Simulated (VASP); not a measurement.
Wanted: the native input for a VASP 6.6.1 run.

```
Task                   : relaxation of cell and atoms
Functional             : PBE
Dispersion             : D3(BJ)
Potentials or basis    : VASP PAW PBE potentials, release 64 (Ta_pv, N)
Cutoff                 : 600 eV
k mesh                 : 12 × 12 × 4
Occupations            : gaussian, width 0.1 eV
Spin                   : no spin polarisation
Dipole correction      : no
Further INCAR settings : ALGO = Normal; EDIFF = 1e-06; IBRION = 2; EDIFFG = -0.01; NSW = 100; ISIF = 3
```

The structure of Ta3N4 lies in POSCAR:

```
Ta3N4
1.0
    3.1092417368      0.0000000000      0.0000000000
   -1.5546208684      2.6926823306      0.0000000000
    0.0000000000      0.0000000000      9.9764123422
Ta N
3 4
Direct
    0.0000000000      0.0000000000      0.0000000000
    0.0000000000      0.0000000000      0.2819574443
    0.0000000000      0.0000000000      0.7180425557
    0.3333333333      0.6666666667      0.8639921577
    0.6666666667      0.3333333333      0.1360078423
    0.3333333333      0.6666666667      0.3664533820
    0.6666666667      0.3333333333      0.6335466180
```

These files were run (other wordings do the same):

INCAR

```
ALGO = Normal ; EDIFF = 1E-6
EDIFFG = -0.01 ; ENCUT = 600
GGA = PE ; IBRION = 2
ISIF = 3 ; ISMEAR = 0
IVDW = 12 ; LASPH = T
LCHARG = F ; LREAL = F
LWAVE = F ; NELM = 60
NSW = 100 ; PREC = Accurate
SIGMA = 0.1
```

KPOINTS

```
k-points
0
Gamma
  12 12 4
```

Potentials or basis: VASP PAW PBE potentials, release 64 (Ta_pv, N).

The run is started by

```sh
$ cat potpaw_PBE.64/Ta_pv/POTCAR potpaw_PBE.64/N/POTCAR > POTCAR
$ mpirun -np 1 vasp_std > vasp.out
```

It gave:

* Relaxed volume: 11.95 Å³/atom
* Relaxed cell: a = 3.112 Å, b = 3.112 Å, c = 9.975 Å, α = 90.00°, β = 90.00°, γ = 120.00°
* Space group after relaxing (to 0.1 Å): P-3m1 (No. 164)
* Energy gained by relaxing: 0.2 meV/atom
* Ionic steps: 6
* Pressure after relaxing: 0.0 GPa
* Largest force after relaxing: 0.007 eV/Å
* Band gap on the k mesh: zero (an odd number of electrons rules out a gap without spin polarisation)
* Dispersion energy per atom: -0.358 eV

Caveat: spin-orbit coupling is left out, which moves the levels of the heavy elements.

Wall time 27 min on 1 thread of Intel Xeon 8259CL (shared host), peak memory 0.37 GiB.
